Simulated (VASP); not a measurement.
Set up this calculation in VASP 6.6.1, as the native input.

| Property | Result |
| --- | --- |
| Task | relaxation of cell and atoms |
| Functional | PBE |
| Potentials or basis | VASP PAW PBE potentials, release 64 (Hf_pv, Sn_d, O) |
| Cutoff | 600 eV |
| k mesh | 4 × 4 × 6 |
| Occupations | gaussian, width 0.1 eV |
| Spin | no spin polarisation |
| Dipole correction | no |
| Further INCAR settings | ALGO = Normal; EDIFF = 1e-07; IBRION = 2; EDIFFG = -0.04; NSW = 90; ISIF = 3 |

The structure of HfSnO4 lies in POSCAR:

```
HfSnO4
1.0
    3.5457403900     -3.5457403900      0.0000000000
    3.5457403900      3.5457403900      0.0000000000
    0.0000000000      0.0000000000      3.3391991800
Hf Sn O
1 1 4
Direct
    0.0000000000      0.0000000000      0.0000000000
    0.5000000000      0.5000000000      0.5000000000
    0.1949551200      0.1949551200      0.5000000000
    0.6949551200      0.3050448800      0.0000000000
    0.3050448800      0.6949551200      0.0000000000
    0.8050448800      0.8050448800      0.5000000000
```

The input as run:

INCAR

```
  ALGO = Normal
  EDIFF = 1E-7
  EDIFFG = -0.04
  ENCUT = 600
  GGA = PE
  IBRION = 2
  ISIF = 3
  ISMEAR = 0
  LASPH = True
  LCHARG = False
  LREAL = False
  LWAVE = False
  NELM = 60
  NSW = 90
  PREC = Accurate
  SIGMA = 0.1
```

KPOINTS

```
k-points
0
Gamma
  4 4 6
```

Potentials or basis: VASP PAW PBE potentials, release 64 (Hf_pv, Sn_d, O).

Command:

```console
$ cat potpaw_PBE.64/Hf_pv/POTCAR potpaw_PBE.64/Sn_d/POTCAR potpaw_PBE.64/O/POTCAR > POTCAR
$ mpirun -np 1 vasp_std > vasp.out
```

Results of the run:

```
Relaxed volume                        : 12.69 Å³/atom
Relaxed cell                          : a = 4.859 Å, b = 4.859 Å, c = 3.224 Å, α = 90.00°, β = 90.00°, γ = 90.41°
Space group after relaxing (to 0.1 Å) : Cmmm (No. 65)
Energy gained by relaxing             : 76.8 meV/atom
Ionic steps                           : 8
Pressure after relaxing               : -0.4 GPa
Largest force after relaxing          : 0.018 eV/Å
Band gap on the k mesh                : 2.15 eV
```

Caveat: spin-orbit coupling is left out, which moves the levels of the heavy elements.

Wall time 13 min on 1 thread of Intel Xeon 8259CL (shared host), peak memory 0.27 GiB.
